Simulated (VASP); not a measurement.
# Ti2VC3 in VASP: single point with LDA

Aim: the single point of Ti2VC3 with LDA.

Everything below comes from runs of VASP 6.6.1. Logs are shortened: lines on timing, memory, paths and dates and some standing lists are left out, and cuts for length are marked.

## Step 1: The cell of the first run

The cell holds a slab with vacuum, 6 atoms: a = 3.013 Å, b = 3.013 Å, c = 20.261 Å, α = 90.00°, β = 90.00°, γ = 90.00°.

## Step 2: Single point, LDA

The input, INCAR:

```
SYSTEM = Ti2VC3
  PREC = Accurate
  ENCUT = 520
  EDIFF = 1E-6
  ISMEAR = -1
  SIGMA = 0.08
  LREAL = .False.
  LASPH = .True.
  NELM = 80
  ALGO = Normal
  ISIF = 2
  LWAVE = .False.
  LCHARG = .False.
  LDIPOL = .True.
  IDIPOL = 3
  DIPOL = 0.5 0.5 0.500
  NBANDS = 34
```

The input, KPOINTS:

```
regular mesh
0
Gamma
  11 11 1
  0 0 0
```

The input, POSCAR:

```
Ti2VC3
1.0
    3.0129104802      0.0000000000      0.0000000000
    0.0000000000      3.0129104802      0.0000000000
    0.0000000000      0.0000000000     20.2609000000
Ti C V
2 3 1
Direct
    0.2500000000      0.2500000000      0.3984135269
    0.2500000000      0.2500000000      0.6015864721
    0.7500000000      0.7500000000      0.3939089911
    0.2500000000      0.2500000000      0.4999999982
    0.7500000000      0.7500000000      0.6060910097
    0.7500000000      0.7500000000      0.5000000019
```

Potentials or basis: VASP PAW LDA potentials, release 64 (Ti_sv, C, V_sv).

Launch:

```console
$ cat potpaw_LDA.64/Ti_sv/POTCAR potpaw_LDA.64/C/POTCAR potpaw_LDA.64/V_sv/POTCAR > POTCAR
$ mpirun -np 1 vasp_std > vasp.out
```

OUTCAR:

```text
SYSTEM = Ti2VC3
   PREC = Accurate
   ENCUT = 520
   EDIFF = 1E-6
   ISMEAR = -1
   LREAL = .False.
   LASPH = .True.
   NELM = 80
   ISIF = 2

 ion  position               nearest neighbor table
   1  0.250  0.250  0.398-   4 2.06   3 2.13   3 2.13   3 2.13   3 2.13
   2  0.250  0.250  0.602-   4 2.06   5 2.13   5 2.13   5 2.13   5 2.13
   3  0.750  0.750  0.394-   1 2.13   1 2.13   1 2.13   1 2.13   6 2.15
   4  0.250  0.250  0.500-   1 2.06   2 2.06   6 2.13   6 2.13   6 2.13   6 2.13
   5  0.750  0.750  0.606-   2 2.13   2 2.13   2 2.13   2 2.13   6 2.15
   6  0.750  0.750  0.500-   4 2.13   4 2.13   4 2.13   4 2.13   5 2.15   3 2.15

  LATTYP: Found a simple tetragonal cell.
 ALAT       =     3.0129104802
 C/A-ratio  =     6.7246936586

  Lattice vectors:

 A1 = (   3.0129104802,   0.0000000000,   0.0000000000)
 A2 = (   0.0000000000,   3.0129104802,   0.0000000000)
 A3 = (   0.0000000000,   0.0000000000,  20.2609000000)

Analysis of symmetry for initial positions (statically):
=====================================================================
 Subroutine PRICEL returns:
 Original cell was already a primitive cell.

 Routine SETGRP: Setting up the symmetry group for a
 simple tetragonal supercell.

 Subroutine GETGRP returns: Found 16 space group operations
 (whereof  4 operations were pure point group operations)
 out of a pool of 16 trial point group operations.

The static configuration has the point symmetry C_2v.
 The point group associated with its full space group is D_4h.

Analysis of symmetry for dynamics (positions and initial velocities):
=====================================================================
 Subroutine PRICEL returns:
 Original cell was already a primitive cell.

 Routine SETGRP: Setting up the symmetry group for a
 simple tetragonal supercell.

 Subroutine GETGRP returns: Found 16 space group operations
 (whereof  4 operations were pure point group operations)
 out of a pool of 16 trial point group operations.

The dynamic configuration has the point symmetry C_2v.
 The point group associated with its full space group is D_4h.

 Subroutine INISYM returns: Found 16 space group operations
 (whereof  4 operations are pure point group operations),
 and found     1 'primitive' translations

----------------------------------------------------------------------------------------

                                     Primitive cell

  volume of cell :     183.9209

  direct lattice vectors                    reciprocal lattice vectors
     3.012910480  0.000000000  0.000000000     0.331904982  0.000000000  0.000000000
     0.000000000  3.012910480  0.000000000     0.000000000  0.331904982  0.000000000
     0.000000000  0.000000000 20.260900000     0.000000000  0.000000000  0.049356149

  length of vectors
     3.012910480  3.012910480 20.260900000     0.331904982  0.331904982  0.049356149

  position of ions in fractional coordinates (direct lattice)
     0.250000000  0.250000000  0.398413527
     0.250000000  0.250000000  0.601586472
     0.750000000  0.750000000  0.393908991
     0.250000000  0.250000000  0.499999998
     0.750000000  0.750000000  0.606091010
     0.750000000  0.750000000  0.500000002

  ion indices of the primitive-cell ions
   primitive index   ion index
                 1           1
                 2           2
                 3           3
                 4           4
                 5           5
                 6           6

----------------------------------------------------------------------------------------

 KPOINTS: regular mesh

Automatic generation of k-mesh.
 Grid dimensions read from file:
 generate k-points for:   11   11    1

 Generating k-lattice:

  Cartesian coordinates                     Fractional coordinates (reciprocal lattice)
     0.030173180  0.000000000  0.000000000     0.090909091  0.000000000  0.000000000
     0.000000000  0.030173180  0.000000000     0.000000000  0.090909091  0.000000000
     0.000000000  0.000000000  0.049356149     0.000000000  0.000000000  1.000000000

  Length of vectors
     0.030173180  0.030173180  0.049356149

  Shift w.r.t. Gamma in fractional coordinates (k-lattice)
     0.000000000  0.000000000  0.000000000

 Subroutine IBZKPT returns following result:
 ===========================================

 Found     21 irreducible k-points:

 Following reciprocal coordinates:
            Coordinates               Weight
  0.000000  0.000000  0.000000      1.000000
  0.090909  0.000000  0.000000      4.000000
  0.181818  0.000000  0.000000      4.000000
  0.272727  0.000000  0.000000      4.000000
  0.363636  0.000000  0.000000      4.000000
  0.454545  0.000000  0.000000      4.000000
[... 13 lines left out ...]
  0.454545  0.363636  0.000000      8.000000
  0.454545  0.454545  0.000000      4.000000
   k-points           NKPTS =     21   k-points in BZ     NKDIM =     21   number of bands    NBANDS=     34
   number of dos      NEDOS =    301   number of ions     NIONS =      6
   total plane-waves  NPLWV =  92160
   dimension x,y,z NGX =    24 NGY =   24 NGZ =  160
   dimension x,y,z NGXF=    48 NGYF=   48 NGZF=  320
   ions per type =               2   3   1
   NGX,Y,Z   is equivalent  to a cutoff of  13.24, 13.24, 13.13 a.u.
   NGXF,Y,Z  is equivalent  to a cutoff of  26.49, 26.49, 26.26 a.u.
 SYSTEM =  Ti2VC3
   PREC   = accura    normal or accurate (medium, high low for compatibility)
   ISTART =      0    job   : 0-new  1-cont  2-samecut
   ICHARG =      2    charge: 1-file 2-atom 10-const
   ISPIN  =      1    spin polarized calculation?
   LNONCOLLINEAR =      F non collinear calculations
   LSORBIT =      F    spin-orbit coupling
   LASPH  =      T    aspherical Exc in radial PAW
   ENCUT  =  520.0 eV  38.22 Ry    6.18 a.u.   5.60  5.60 37.67*2*pi/ulx,y,z
   NELM   =     80;   NELMIN=  2; NELMDL= -5     # of ELM steps
   EDIFF  = 0.1E-05   stopping-criterion for ELM
   LREAL  =      F    real-space projection
   EDIFFG = 0.1E-04   stopping-criterion for IOM
   NSW    =      0    number of steps for IOM
   IBRION =     -1    ionic relax: 0-MD 1-quasi-New 2-CG
   NFREE  =      0    steps in history (QN), initial steepest desc. (CG)
   ISIF   =      2    stress and relaxation
   ISYM   =      2    0-nonsym 1-usesym 2-fastsym
   POTIM  = 0.5000    time-step for ionic-motion
   TEBEG  =    0.0;   TEEND  =   0.0 temperature during run
   PSTRESS=    0.0 pullay stress
   NELECT =      49.0000    total number of electrons
   NUPDOWN=      -1.0000    fix difference up-down
   EMIN   =  10.00;   EMAX   =-10.00  energy-range for DOS
   EFERMI =   0.00;   METHOD = LEGACY
   ISMEAR =    -1;   SIGMA  =   0.08  broadening in eV -4-tet -1-fermi 0-gaus
   EFERMI_NEDOS =   21; number of points for ismear=-14 and -15
   IALGO  =     38    algorithm
   IMIX   =      4    mixing-type and parameters
     AMIX     =   0.40;   BMIX     =  1.00
     AMIX_MAG =   1.60;   BMIX_MAG =  1.00
  volume/ion in A,a.u.               =      30.65       206.86
  Fermi-wavevector in a.u.,A,eV,Ry     =   1.053408  1.990652 15.097945  1.109668
  Thomas-Fermi vector in A             =   2.188528
   LORBIT       =      0    0 simple, 1 ext, 2 COOP (PROOUT), +10 PAW based schemes
   GGA     = CA    functional components
   LHFCALC =     F    Hartree Fock is set to
   AEXX    =    0.0000 exact exchange contribution
   IVDW    =     0    specifies the selected vdW correction
   LEPSILON=     F    determine dielectric tensor
   LRPA    =     F    only Hartree local field effects (RPA)
 non-spin polarized calculation
  energy-cutoff  :      520.00
  volume of cell :      183.92
 maximum number of plane-waves:      4983
 NGX is ok and might be reduce to    24
   NGX = 11   NGY = 11   NGZ = 75

 number of electron      48.9999989 magnetization

 dipolmoment           0.000000      0.000000      0.000001 electrons x Angstroem

 Free energy of the ion-electron system (eV)
  ---------------------------------------------------
  ext. energy  EPLUGINS =         0.00000000
  ---------------------------------------------------
  free energy    TOTEN  =       -59.81344973 eV

  energy without entropy =      -59.76926587  energy(sigma->0) =      -59.79135780

 E-fermi :   0.1547     XC(G=0):  -5.0847

 val. band max:        0.1231006502   @ k =   0.1818   0.1818   0.0000
 cond. band min:       0.1604354336   @ k =   0.0909   0.0909   0.0000
 fundamental gap:      0.0373347834
 Fermi energy:         0.1547233613

 k-point     1 :       0.0000    0.0000    0.0000
  band No.  band energies     occupation
      1     -63.9712      2.00000
      2     -55.6683      2.00000
      3     -55.6680      2.00000
      4     -38.2210      2.00000
      5     -38.2210      2.00000
      6     -38.1099      2.00000
[... 26 lines left out ...]
     33       2.6444      0.00000
     34       3.2184      0.00000

 k-point     2 :       0.0909    0.0000    0.0000
  band No.  band energies     occupation
      1     -63.9699      2.00000
      2     -55.6658      2.00000
      3     -55.6656      2.00000
      4     -38.2356      2.00000
      5     -38.2191      2.00000
      6     -38.1085      2.00000
[... 26 lines left out ...]
     33       3.1865      0.00000
     34       3.4632      0.00000

 k-point     3 :       0.1818    0.0000    0.0000
  band No.  band energies     occupation
      1     -63.9664      2.00000
      2     -55.6591      2.00000
      3     -55.6589      2.00000
      4     -38.2745      2.00000
      5     -38.2141      2.00000
      6     -38.1048      2.00000
[... 26 lines left out ...]
     33       3.2111      0.00000
     34       3.5894      0.00000
[... 593 lines left out ...]
 k-point    20 :       0.4545    0.3636    0.0000
  band No.  band energies     occupation
      1     -63.9415      2.00000
      2     -55.6116      2.00000
      3     -55.6115      2.00000
      4     -38.3748      2.00000
      5     -38.3438      2.00000
      6     -38.0767      2.00000
[... 26 lines left out ...]
     33       3.7096      0.00000
     34       4.0127      0.00000

 k-point    21 :       0.4545    0.4545    0.0000
  band No.  band energies     occupation
      1     -63.9390      2.00000
      2     -55.6069      2.00000
      3     -55.6068      2.00000
      4     -38.3705      2.00000
      5     -38.3702      2.00000
      6     -38.0737      2.00000
[... 26 lines left out ...]
     33       3.1887      0.00000
     34       3.9383      0.00000

------------------------ aborting loop because EDIFF is reached ----------------------------------------

 vacuum level on the upper side and lower side of the slab       (xc-potential included)        -0.111        -0.111

  FORCE on cell =-STRESS in cart. coord.  units (eV):
  Direction    XX          YY          ZZ          XY          YZ          ZX
  --------------------------------------------------------------------------------------
  -------------------------------------------------------------------------------------
  Total       -8.2277965     -8.2277965     -3.9896537     -0.0000000     -0.0000000      0.0000000
  in kB      -71.6742131    -71.6742131    -34.7547837     -0.0000000     -0.0000000      0.0000000
  external PRESSURE =     -59.3677366 kB  Pullay stress =       0.0000000 kB

 VOLUME and BASIS-vectors are now :
 -----------------------------------------------------------------------------
  energy-cutoff  :      520.00
  volume of cell :      183.92
      direct lattice vectors                 reciprocal lattice vectors
     3.012910480  0.000000000  0.000000000     0.331904982  0.000000000  0.000000000
     0.000000000  3.012910480  0.000000000     0.000000000  0.331904982  0.000000000
     0.000000000  0.000000000 20.260900000     0.000000000  0.000000000  0.049356149

 POSITION                                       TOTAL-FORCE (eV/Angst)
 -----------------------------------------------------------------------------------
      0.75323      0.75323      8.07222         0.000000      0.000000      0.686283
      0.75323      0.75323     12.18868        -0.000000     -0.000000     -0.686283
      2.25968      2.25968      7.98095         0.000000      0.000000      0.264369
      0.75323      0.75323     10.13045         0.000000      0.000000      0.000000
      2.25968      2.25968     12.27995         0.000000      0.000000     -0.264369
      2.25968      2.25968     10.13045        -0.000000      0.000000      0.000000
 -----------------------------------------------------------------------------------
    total drift:                                0.000000      0.000000      0.000292

  FREE ENERGIE OF THE ION-ELECTRON SYSTEM (eV)
  ---------------------------------------------------
  free  energy   TOTEN  =       -59.8134497330 eV

  energy  without entropy=      -59.7692658709  energy(sigma->0) =      -59.79135780

 vacuum level on the upper side and lower side of the slab         4.419         4.419
```

Wall time 2.3 min (1 thread of Intel Xeon 6975P-C (Granite Rapids), shared host); peak memory 0.31 GiB.

Results:

- Free energy: -59.8134 eV
- Largest force: 0.686 eV/Å
- Band gap on the k mesh: zero (an odd number of electrons rules out a gap without spin polarisation)

Forces on the atoms (eV/Å):
```
Ti   0.000  0.000  0.686
Ti   0.000  0.000 -0.686
C    0.000  0.000  0.264
C    0.000  0.000  0.000
C    0.000  0.000 -0.264
V    0.000  0.000  0.000
```
